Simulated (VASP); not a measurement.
Here is a VASP 6.6.1 calculation.

The input INCAR:

```
SYSTEM = Al16N15F
PREC = Accurate
ENCUT = 520
EDIFF = 1E-7
ISMEAR = 0
SIGMA = 0.01
LREAL = Auto
LASPH = .TRUE.
NELM = 60
ALGO = Normal
ISIF = 2
LWAVE = .FALSE.
LCHARG = .FALSE.
GGA = PE
IBRION = 2
NSW = 100
EDIFFG = -0.03
```

The input KPOINTS:

```
Automatic mesh
0
Gamma
  1 1 1
  0.25 0.25 0.25
```

Contents of POSCAR:

```
Al16N15F
1.0
    6.2595139100      0.0000000600      0.0000000000
   -3.1297570100      5.4208980300      0.0000000000
    0.0000000000      0.0000000000     10.0348065900
Al N F
16 15 1
Direct
    0.3333333300      0.1666666700      0.2496176900
    0.1666666700      0.3333333300      0.4996176900
    0.3333333300      0.1666666700      0.7496176900
    0.1666666700      0.3333333300      0.9996176900
    0.3333333300      0.6666666700      0.2496176900
    0.1666666700      0.8333333300      0.4996176900
    0.3333333300      0.6666666700      0.7496176900
    0.1666666700      0.8333333300      0.9996176900
    0.8333333300      0.1666666700      0.2496176900
    0.6666666700      0.3333333300      0.4996176900
    0.8333333300      0.1666666700      0.7496176900
    0.6666666700      0.3333333300      0.9996176900
    0.8333333300      0.6666666700      0.2496176900
    0.6666666700      0.8333333300      0.4996176900
    0.8333333300      0.6666666700      0.7496176900
    0.6666666700      0.8333333300      0.9996176900
    0.3333333300      0.1666666700      0.4403823100
    0.1666666700      0.3333333300      0.1903823100
    0.3333333300      0.1666666700      0.9403823100
    0.1666666700      0.3333333300      0.6903823100
    0.3333333300      0.6666666700      0.4403823100
    0.1666666700      0.8333333300      0.1903823100
    0.3333333300      0.6666666700      0.9403823100
    0.1666666700      0.8333333300      0.6903823100
    0.8333333300      0.1666666700      0.4403823100
    0.6666666700      0.3333333300      0.1903823100
    0.8333333300      0.1666666700      0.9403823100
    0.6666666700      0.3333333300      0.6903823100
    0.6666666700      0.8333333300      0.1903823100
    0.8333333300      0.6666666700      0.9403823100
    0.6666666700      0.8333333300      0.6903823100
    0.8333333300      0.6666666700      0.4403823100
```

Potentials or basis: VASP PAW PBE potentials, release 64 (Al, N, F).

The run is started by

```bash
$ cat potpaw_PBE.64/Al/POTCAR potpaw_PBE.64/N/POTCAR potpaw_PBE.64/F/POTCAR > POTCAR
$ mpirun -np 1 vasp_std > vasp.out
```

(1) Estimate the energy gained by relaxing.

(2) Predict the band gap on the k mesh.

## Answers

(1) 69.1 meV/atom.

(2) 1.88 eV.

Caveat: the k points lie up to 1.16 Å⁻¹ apart, too coarse for converged energies, forces and pressures.
